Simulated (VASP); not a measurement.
# Sb (C2/c) in VASP: single point with PBE

Aim: the single point of Sb with PBE.

All numbers are computed with VASP 6.6.1; they aren't measurements. Logs are shortened: lines on timing, memory, paths and dates and some standing lists are left out, and cuts for length are marked.

## (1) The cell of the first run

Symmetry: C2/c, No. 15, monoclinic system. Conventional cell: a = 3.125 Å, b = 8.921 Å, c = 4.401 Å, α = 90.00°, β = 90.36°, γ = 90.00°. Sb (site symmetry 2) has 8 Sb at 2.96 to 3.68 Å within 3.9 Å.

## (2) Single point, PBE

INCAR

```
SYSTEM = Sb
  PREC = Accurate
  ENCUT = 520
  EDIFF = 1E-6
  ISMEAR = 0
  SIGMA = 0.1
  LREAL = .FALSE.
  LASPH = .TRUE.
  NELM = 100
  ALGO = Normal
  ISIF = 2
  LWAVE = .FALSE.
  LCHARG = .FALSE.
  GGA = PE
  NBANDS = 12
```

KPOINTS

```
Automatic mesh
0
G
  6 6 4
  0 0 0
```

POSCAR

```
Sb
1.0
    1.5626050783     -4.4604168888      0.0201494300
    1.5626050783      4.4604168888      0.0201494300
   -0.0841878345      0.0000000000      4.4006028870
Sb
2
Direct
    0.8893307248      0.1106692752      0.2500000000
    0.1106692752      0.8893307248      0.7500000000
```

Potentials or basis: VASP PAW PBE potentials, release 64 (Sb).

Run with:

```bash
cat potpaw_PBE.64/Sb/POTCAR > POTCAR
mpirun -np 1 vasp_std > vasp.out
```

OUTCAR:

```text
SYSTEM = Sb
   PREC = Accurate
   ENCUT = 520
   EDIFF = 1E-6
   ISMEAR = 0
   LREAL = .FALSE.
   LASPH = .TRUE.
   NELM = 100
   ISIF = 2
   GGA = PE

 ion  position               nearest neighbor table
   1  0.889  0.111  0.250-   2 2.96   2 2.96   2 3.66   2 3.66   2 3.68   2 3.68
   2  0.111  0.889  0.750-   1 2.96   1 2.96   1 3.66   1 3.66   1 3.68   1 3.68

  LATTYP: Found a base centered monoclinic cell.
 ALAT       =     3.1254699680
 B/A-ratio  =     2.8542375607
 C/A-ratio  =     1.4082388108
 COS(beta)  =    -0.0062345502

  Lattice vectors:

 A1 = (   1.5626050783,  -4.4604168888,   0.0201494300)
 A2 = (   1.5626050783,   4.4604168888,   0.0201494300)
 A3 = (  -0.0841878345,   0.0000000000,   4.4006028870)

Analysis of symmetry for initial positions (statically):
=====================================================================
 Subroutine PRICEL returns:
 Original cell was already a primitive cell.

 Routine SETGRP: Setting up the symmetry group for a
 base centered monoclinic supercell.

 Subroutine GETGRP returns: Found  4 space group operations
 (whereof  2 operations were pure point group operations)
 out of a pool of  4 trial point group operations.

The static configuration has the point symmetry S_2 .
 The point group associated with its full space group is C_2h.

Analysis of symmetry for dynamics (positions and initial velocities):
=====================================================================
 Subroutine PRICEL returns:
 Original cell was already a primitive cell.

 Routine SETGRP: Setting up the symmetry group for a
 base centered monoclinic supercell.

 Subroutine GETGRP returns: Found  4 space group operations
 (whereof  2 operations were pure point group operations)
 out of a pool of  4 trial point group operations.

The dynamic configuration has the point symmetry S_2 .
 The point group associated with its full space group is C_2h.

 Subroutine INISYM returns: Found  4 space group operations
 (whereof  2 operations are pure point group operations),
 and found     1 'primitive' translations

----------------------------------------------------------------------------------------

                                     Primitive cell

  volume of cell :      61.3584

  direct lattice vectors                    reciprocal lattice vectors
     1.562605078 -4.460416889  0.020149430     0.319899566 -0.112097145  0.006119991
     1.562605078  4.460416889  0.020149430     0.319899566  0.112097145  0.006119991
    -0.084187835  0.000000000  4.400602887    -0.002929505  0.000000000  0.227185546

  length of vectors
     4.726252157  4.726252157  4.401408111     0.339026483  0.339026483  0.227204433

  position of ions in fractional coordinates (direct lattice)
     0.889330725  0.110669275  0.250000000
     0.110669275  0.889330725  0.750000000

  ion indices of the primitive-cell ions
   primitive index   ion index
                 1           1
                 2           2

----------------------------------------------------------------------------------------

 KPOINTS: Automatic mesh

Automatic generation of k-mesh.
 Grid dimensions read from file:
 generate k-points for:    6    6    4

 Generating k-lattice:

  Cartesian coordinates                     Fractional coordinates (reciprocal lattice)
     0.053316594 -0.018682858  0.001019999     0.166666667 -0.000000000  0.000000000
     0.053316594  0.018682858  0.001019999    -0.000000000  0.166666667  0.000000000
    -0.000732376  0.000000000  0.056796387    -0.000000000 -0.000000000  0.250000000

  Length of vectors
     0.056504414  0.056504414  0.056801108

  Shift w.r.t. Gamma in fractional coordinates (k-lattice)
     0.000000000  0.000000000  0.000000000

 Subroutine IBZKPT returns following result:
 ===========================================

 Found     47 irreducible k-points:

 Following reciprocal coordinates:
            Coordinates               Weight
  0.000000  0.000000  0.000000      1.000000
  0.166667 -0.000000  0.000000      4.000000
  0.333333 -0.000000  0.000000      4.000000
  0.500000 -0.000000  0.000000      2.000000
  0.166667  0.166667 -0.000000      2.000000
  0.333333  0.166667 -0.000000      4.000000
[... 16 lines left out ...]
 -0.333333  0.166667  0.250000      4.000000
 -0.166667  0.166667  0.250000      4.000000
 [... further k-points ...]
   k-points           NKPTS =     47   k-points in BZ     NKDIM =     47   number of bands    NBANDS=     12
   number of dos      NEDOS =    301   number of ions     NIONS =      2
   total plane-waves  NPLWV =  46656
   dimension x,y,z NGX =    36 NGY =   36 NGZ =   36
   dimension x,y,z NGXF=    72 NGYF=   72 NGZF=   72
   ions per type =               2
   NGX,Y,Z   is equivalent  to a cutoff of  12.66, 12.66, 13.60 a.u.
   NGXF,Y,Z  is equivalent  to a cutoff of  25.33, 25.33, 27.20 a.u.
 SYSTEM =  Sb
   PREC   = accura    normal or accurate (medium, high low for compatibility)
   ISTART =      0    job   : 0-new  1-cont  2-samecut
   ICHARG =      2    charge: 1-file 2-atom 10-const
   ISPIN  =      1    spin polarized calculation?
   LNONCOLLINEAR =      F non collinear calculations
   LSORBIT =      F    spin-orbit coupling
   LASPH  =      T    aspherical Exc in radial PAW
   ENCUT  =  520.0 eV  38.22 Ry    6.18 a.u.   8.79  8.79  8.18*2*pi/ulx,y,z
   NELM   =    100;   NELMIN=  2; NELMDL= -5     # of ELM steps
   EDIFF  = 0.1E-05   stopping-criterion for ELM
   LREAL  =      F    real-space projection
   EDIFFG = 0.1E-04   stopping-criterion for IOM
   NSW    =      0    number of steps for IOM
   IBRION =     -1    ionic relax: 0-MD 1-quasi-New 2-CG
   NFREE  =      0    steps in history (QN), initial steepest desc. (CG)
   ISIF   =      2    stress and relaxation
   ISYM   =      2    0-nonsym 1-usesym 2-fastsym
   POTIM  = 0.5000    time-step for ionic-motion
   TEBEG  =    0.0;   TEEND  =   0.0 temperature during run
   PSTRESS=    0.0 pullay stress
   NELECT =      10.0000    total number of electrons
   NUPDOWN=      -1.0000    fix difference up-down
   EMIN   =  10.00;   EMAX   =-10.00  energy-range for DOS
   EFERMI =   0.00;   METHOD = LEGACY
   ISMEAR =     0;   SIGMA  =   0.10  broadening in eV -4-tet -1-fermi 0-gaus
   EFERMI_NEDOS =   21; number of points for ismear=-14 and -15
   IALGO  =     38    algorithm
   IMIX   =      4    mixing-type and parameters
     AMIX     =   0.40;   BMIX     =  1.00
     AMIX_MAG =   1.60;   BMIX_MAG =  1.00
  volume/ion in A,a.u.               =      30.68       207.03
  Fermi-wavevector in a.u.,A,eV,Ry     =   0.894232  1.689853 10.879909  0.799651
  Thomas-Fermi vector in A             =   2.016411
   LORBIT       =      0    0 simple, 1 ext, 2 COOP (PROOUT), +10 PAW based schemes
   GGA     = PE    functional components
   LHFCALC =     F    Hartree Fock is set to
   AEXX    =    0.0000 exact exchange contribution
   IVDW    =     0    specifies the selected vdW correction
   LEPSILON=     F    determine dielectric tensor
   LRPA    =     F    only Hartree local field effects (RPA)
 non-spin polarized calculation
 Gauss-broadening in eV      SIGMA  =   0.10
  energy-cutoff  :      520.00
  volume of cell :       61.36
 maximum number of plane-waves:      1666
   NGX = 17   NGY = 17   NGZ = 17

 number of electron      10.0000000 magnetization

 Free energy of the ion-electron system (eV)
  ---------------------------------------------------
  ext. energy  EPLUGINS =         0.00000000
  ---------------------------------------------------
  free energy    TOTEN  =        -8.14470967 eV

  energy without entropy =       -8.14271149  energy(sigma->0) =       -8.14371058

 E-fermi :   6.9243     XC(G=0):  -9.5185

 val. band max:        6.7067942393   @ k =   0.5000   0.3333   0.0000
 cond. band min:       6.9321527516   @ k =   0.3333   0.1667  -0.0000
 fundamental gap:      0.2253585123
 Fermi energy:         6.9243435908

 k-point     1 :       0.0000    0.0000    0.0000
  band No.  band energies     occupation
      1      -5.4249      2.00000
      2      -0.6345      2.00000
      3       3.4254      2.00000
      4       3.5431      2.00000
      5       8.3826      0.00000
      6       9.9668      0.00000
      7      10.6232      0.00000
      8      11.0278      0.00000
      9      12.1856      0.00000
     10      13.8448      0.00000
     11      14.1122      0.00000
     12      15.4306      0.00000

 k-point     2 :       0.1667   -0.0000    0.0000
  band No.  band energies     occupation
      1      -4.9786      2.00000
      2      -0.4069      2.00000
      3       3.8628      2.00000
      4       4.0125      2.00000
      5       7.7772      0.00000
      6       8.5016      0.00000
      7       9.4860      0.00000
      8       9.9681      0.00000
      9      10.9588      0.00000
     10      14.5123      0.00000
     11      14.9937      0.00000
     12      16.9244      0.00000

 k-point     3 :       0.3333   -0.0000    0.0000
  band No.  band energies     occupation
      1      -3.7259      2.00000
      2       0.2195      2.00000
      3       3.7271      2.00000
      4       5.0088      2.00000
      5       5.0929      2.00000
      6       6.3304      2.00000
      7       9.4886      0.00000
      8       9.9676      0.00000
      9      11.9536      0.00000
     10      13.7167      0.00000
     11      13.8322      0.00000
     12      15.2304      0.00000

 k-point     4 :       0.5000   -0.0000    0.0000
  band No.  band energies     occupation
      1      -2.5792      2.00000
      2       0.3352      2.00000
      3       2.3747      2.00000
      4       3.8970      2.00000
      5       5.8899      2.00000
      6       7.1697      0.00052
      7       8.7988      0.00000
      8       9.7113      0.00000
      9      12.6792      0.00000
     10      12.8495      0.00000
     11      13.8593      0.00000
     12      14.5540      0.00000

 k-point     5 :       0.1667    0.1667   -0.0000
  band No.  band energies     occupation
      1      -3.8761      2.00000
      2       0.7297      2.00000
      3       3.6856      2.00000
      4       4.8451      2.00000
      5       5.2692      2.00000
      6       5.6494      2.00000
      7       9.6792      0.00000
      8      10.7135      0.00000
      9      11.7000      0.00000
     10      13.7380      0.00000
     11      14.5164      0.00000
     12      14.9274      0.00000
[... 228 lines left out ...]
      1      -2.1502      2.00000
      2       0.2434      2.00000
      3       2.1624      2.00000
      4       3.5388      2.00000
      5       5.5210      2.00000
      6       6.1041      2.00000
      7       9.2045      0.00000
      8       9.8602      0.00000
      9      11.8731      0.00000
     10      12.5205      0.00000
     11      14.3534      0.00000
     12      15.4538      0.00000

 k-point    22 :       0.5000    0.1667    0.2500
  band No.  band energies     occupation
      1      -2.9244      2.00000
      2      -0.8647      2.00000
      3       3.3527      2.00000
      4       3.9920      2.00000
      5       5.4903      2.00000
      6       6.2827      2.00000
      7       8.9191      0.00000
      8      11.1836      0.00000
      9      12.3224      0.00000
     10      13.5123      0.00000
     11      15.1447      0.00000
     12      15.6328      0.00000

 k-point    23 :      -0.3333    0.1667    0.2500
  band No.  band energies     occupation
      1      -4.2325      2.00000
      2      -1.7338      2.00000
      3       2.6551      2.00000
      4       5.2180      2.00000
      5       7.5063      0.00000
      6       7.5836      0.00000
      7       9.6630      0.00000
      8      10.9617      0.00000
      9      12.4865      0.00000
     10      14.6453      0.00000
     11      15.2140      0.00000
     12      16.8174      0.00000

 k-point    24 :      -0.1667    0.1667    0.2500
  band No.  band energies     occupation
      1      -4.8169      2.00000
      2      -1.9537      2.00000
      3       2.6504      2.00000
      4       5.3584      2.00000
      5       6.6243      1.99998
      6      10.0068      0.00000
      7      10.9501      0.00000
      8      11.4138      0.00000
      9      12.5532      0.00000
     10      14.8713      0.00000
     11      15.0684      0.00000
     12      17.1376      0.00000

 [... further k-points ...]
[... 5 lines left out ...]
  --------------------------------------------------------------------------------------
  -------------------------------------------------------------------------------------
  Total       -0.0268155      0.0445772      0.0113575      0.0000000      0.0000000      0.0229838
  in kB       -0.7002014      1.1639914      0.2965651      0.0000000      0.0000000      0.6001480
  external PRESSURE =       0.2534517 kB  Pullay stress =       0.0000000 kB

 VOLUME and BASIS-vectors are now :
 -----------------------------------------------------------------------------
  energy-cutoff  :      520.00
  volume of cell :       61.36
      direct lattice vectors                 reciprocal lattice vectors
     1.562605078 -4.460416889  0.020149430     0.319899566 -0.112097145  0.006119991
     1.562605078  4.460416889  0.020149430     0.319899566  0.112097145  0.006119991
    -0.084187835  0.000000000  4.400602887    -0.002929505  0.000000000  0.227185546

 POSITION                                       TOTAL-FORCE (eV/Angst)
 -----------------------------------------------------------------------------------
      1.54156     -3.47315      1.12030         0.000000      0.047891      0.000000
      1.49946      3.47315      3.32060        -0.000000     -0.047891     -0.000000
 -----------------------------------------------------------------------------------
    total drift:                                0.000000      0.000000     -0.000000

  FREE ENERGIE OF THE ION-ELECTRON SYSTEM (eV)
  ---------------------------------------------------
  free  energy   TOTEN  =        -8.1447096707 eV

  energy  without entropy=       -8.1427114939  energy(sigma->0) =       -8.14371058
```

Run time: 38 s. Hardware: 1 thread of AMD EPYC 7R43 (Zen 3), shared host; peak memory 0.17 GiB.

What came out:

| Property | Result |
| --- | --- |
| Free energy | -8.1447 eV |
| Pressure | 0.0 GPa |
| Largest force | 0.048 eV/Å |
| Band gap on the k mesh | zero (band 5 reaches 11.59 eV, above the bottom of band 6 at 4.89 eV) |

Forces on the atoms (eV/Å):
```
Sb   0.000  0.048  0.000
Sb   0.000 -0.048  0.000
```

Caveat: spin-orbit coupling is left out, which moves the levels of the heavy elements.
